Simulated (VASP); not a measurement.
Runs of VASP 6.6.1 on SiC. The structure is that of space group F-43m (No. 216), or close to it. The cells are those of the table. 

```tsv
task	cell	cutoff (eV)	gap on the mesh (eV)	pressure (GPa)
single point	a = 3.020 Å, angles 60.0°, 2 atoms	520	1.68	14.8
relaxation of cell and atoms	relaxed to 1 GPa from a = 3.080 Å, angles 60.0°, 2 atoms	600	1.72	1.0
relaxation of cell and atoms	relaxed to 7 GPa from a = 3.080 Å, angles 60.0°, 2 atoms	600	1.70	7.0
single point	a = 3.071 Å, angles 60.0°, 2 atoms	520	1.72	1.8
relaxation of cell and atoms	relaxed to 2 GPa from a = 3.080 Å, angles 60.0°, 2 atoms	600	1.72	2.0
single point	a = 3.063 Å, angles 60.0°, 2 atoms	520	1.71	3.8
relaxation of cell and atoms	relaxed to 10 GPa from a = 3.080 Å, angles 60.0°, 2 atoms	600	1.70	10.0
single point	a = 3.051 Å, angles 60.0°, 2 atoms	520	1.70	(a)
single point	a = 3.076 Å, angles 60.0°, 2 atoms	520	1.72	(b)
relaxation of cell and atoms	relaxed to 4 GPa from a = 3.080 Å, angles 60.0°, 2 atoms	600	1.71	4.0
single point	a = 3.039 Å, angles 60.0°, 2 atoms	520	1.70	9.8
relaxation of cell and atoms	relaxed to 15 GPa from a = 3.080 Å, angles 60.0°, 2 atoms	600	1.68	15.0
```

Alike in all rows: level r2SCAN; potentials or basis VASP PAW PBE potentials, release 64 (Si, C); no spin polarisation; k mesh 8 × 8 × 8; smearing gaussian 0.01 eV.

Fill in the values left out.

(a) 6.8; (b) 0.8.

Caveats: the PAW data sets were made with another functional, which shifts forces and pressure a little; the cell is relaxed towards a set pressure, so the enthalpy falls and the energy may rise (some runs).

A k mesh can miss the band edges.
